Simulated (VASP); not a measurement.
Here is a VASP 6.6.1 calculation.

File INCAR:

```
  PREC = Accurate
  ENCUT = 520
  EDIFF = 1E-7
  ISMEAR = -1
  SIGMA = 0.05
  LREAL = False
  LASPH = True
  NELM = 150
  ALGO = Normal
  ISIF = 2
  LWAVE = False
  LCHARG = False
  ISPIN = 2
  MAGMOM = 0.349 0.349
  LORBIT = 11
  LMAXMIX = 4
  GGA = RE
  NBANDS = 21
```

Contents of KPOINTS:

```
regular mesh
0
Gamma
  15 15 8
```

Contents of POSCAR:

```
Pd
1.0
    2.8934536160      0.0000000000      0.0000000000
   -1.4467268080      2.5058043361      0.0000000000
    0.0000000000      0.0000000000      4.8591051780
Pd
2
Direct
    0.3333333333      0.6666666667      0.2500000000
    0.6666666667      0.3333333333      0.7500000000
```

Potentials or basis: VASP PAW PBE potentials, release 64 (Pd).

Command:

```bash
$ cat potpaw_PBE.64/Pd/POTCAR > POTCAR
$ mpirun -np 1 vasp_std > vasp.out
```

**Question.** What does it give for the pressure?

**Answer.** -12.4 GPa.

**Question.** What does it give for the net moment?

**Answer.** 0.77 μB per cell.

Stress tensor (GPa, compression positive):
```
-12.20   0.00   0.00
  0.00 -12.20   0.00
  0.00   0.00 -12.79
```

Caveat: the cell stands under tension; the PAW data sets were made with another functional, which shifts forces and pressure a little.
